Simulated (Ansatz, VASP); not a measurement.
## One calculation of Be5Te2, two programs

```
Be Te
1.0
     3.83906    0.00000    0.00000
    -1.91953    3.32473    0.00000
     0.00000    0.00000    9.73686
Be Te
5 2
Direct
  0.00000 0.00000 0.00000
  0.66667 0.33333 0.99167
  0.33333 0.66667 0.00833
  0.66667 0.33333 0.41938
  0.33333 0.66667 0.58062
  0.33333 0.66667 0.31847
  0.66667 0.33333 0.68153
```

Alike in both runs: functional PBE; k mesh 12 × 12 × 4; occupations gaussian, width 0.1 eV; no spin polarisation.

Ansatz relaxed the structure, and its values are those at the end. VASP's run is a single point on that final structure, the one shown.

|  | VASP | Ansatz |
| --- | --- | --- |
| version | VASP 6.6.1 | Ansatz 0.2.0 |
| potentials or method | VASP PAW PBE potentials, release 64 (Be, Te), cutoff 520 eV | scalar-relativistic, plane waves, PAW |
| valence electrons in the cell | 22 | 42 |

```tsv
	VASP	Ansatz	Ansatz less VASP
gap on the k mesh at the Fermi level (eV)	none	none	-
pressure (GPa)	0.1	0.0	-0.14
rms of the force components (eV/Å)	0.011	0.003	-0.0089
```

A gap of «none» marks a metal or a gap that the smearing closes. VASP's potentials hold 22 valence electrons a cell and Ansatz's 42, so a difference there can come from the potentials and not from the codes.

Neither program's run includes spin-orbit coupling.
